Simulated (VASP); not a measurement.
Wanted: the native input for a VASP 6.6.1 run.

```
Task                   : single point
Functional             : PBE
Potentials or basis    : VASP PAW PBE potentials, release 64 (I)
Cutoff                 : 520 eV
k mesh                 : 9 × 9 × 9
Occupations            : gaussian, width 0.011 eV
Spin                   : no spin polarisation
Dipole correction      : no
Further INCAR settings : ALGO = Normal; EDIFF = 1e-06; NBANDS = 10
```

The structure of I lies in POSCAR:

```
I
1.0
    0.0000000000      2.3656004428      3.9098401324
    2.1922454667      0.0000000000      3.9098401324
    2.1922454667      2.3656004428      0.0000000000
I
1
Direct
    0.0000000000      0.0000000000      0.0000000000
```

One way to write it, as run:

INCAR

```
SYSTEM = I
ALGO     = Normal         ! electronic algorithm
EDIFF    = 1E-6           ! SCF threshold, eV
ENCUT    = 520            ! plane-wave cutoff, eV
GGA      = PE             ! functional
ISIF     = 2              ! what is computed and relaxed
ISMEAR   = 0              ! smearing method
LASPH    = .TRUE.         ! aspherical terms in the spheres
LCHARG   = .TRUE.         ! write CHGCAR
LELF     = .TRUE.         ! ELF
LREAL    = .FALSE.        ! projectors in reciprocal space
LVHAR    = .TRUE.       
LWAVE    = .FALSE.        ! write WAVECAR
NBANDS   = 10             ! bands
NELM     = 60             ! most SCF steps
PREC     = Accurate       ! precision mode
SIGMA    = 0.011          ! smearing width, eV
```

KPOINTS

```
k-points
0
G
  9 9 9
  0 0 0
```

Potentials or basis: VASP PAW PBE potentials, release 64 (I).

The run is started by

```sh
$ cat potpaw_PBE.64/I/POTCAR > POTCAR
$ mpirun -np 1 vasp_std > vasp.out
```

Results of the run:

The pressure is 0.4 GPa. The band gap on the k mesh is zero (an odd number of electrons rules out a gap without spin polarisation).

Caveat: spin-orbit coupling is left out, which moves the levels of the heavy elements; an odd number of electrons without spin polarisation forces a metal; a magnetic or distorted state may lie lower.

Run time: 25 s on 1 thread of AMD EPYC 9R45 96-Core Processor (Zen 5), with other jobs on the host, peak memory 0.18 GiB.
